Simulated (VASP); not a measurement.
A run of VASP 6.6.1:

File POSCAR:

```
Ca
1.0
    4.0161278500      0.0000000000      0.0000000000
   -2.0080639250      3.4780687429      0.0000000000
    0.0000000000      0.0000000000      6.5835126112
Ca
2
Direct
    0.3333333333      0.6666666667      0.2500000000
    0.6666666667      0.3333333333      0.7500000000
```

Contents of INCAR.step1:

```
SYSTEM = Ca
  PREC = Accurate
  ENCUT = 520
  ISMEAR = 0
  SIGMA = 0.1
  LREAL = .False.
  LASPH = .True.
  NELM = 100
  NBANDS = 17
  GGA = PE
  ALGO = Normal
  EDIFF = 1E-4
  LWAVE = .True.
  LCHARG = .False.
```

Contents of INCAR.step2:

```
SYSTEM = Ca
  PREC = Accurate
  ENCUT = 520
  EDIFF = 1E-6
  ISMEAR = 0
  SIGMA = 0.1
  LREAL = .False.
  LASPH = .True.
  NELM = 100
  ALGO = Normal
  ISIF = 2
  LWAVE = .False.
  LCHARG = .False.
  METAGGA = R2SCAN
  LMIXTAU = .True.
  NBANDS = 17
  ISTART = 1
```

File KPOINTS:

```
regular mesh
0
Gamma
  12 12 8
  0 0 0
```

Potentials or basis: VASP PAW PBE potentials, release 64 (Ca_sv).

Command:

```sh
$ cat potpaw_PBE.64/Ca_sv/POTCAR > POTCAR
$ cp INCAR.step1 INCAR
$ mpirun -np 1 vasp_std > vasp.out
$ cp INCAR.step2 INCAR
$ mpirun -np 1 vasp_std > vasp.out
```

Hardware: 1 thread of Intel Xeon 6975P-C (shared host).

Task: How long does it take, and how much memory?

Result: Run time: 7.5 min on 1 thread of Intel Xeon 6975P-C, on a shared host, peak memory 0.29 GiB. Counts: k points 95.
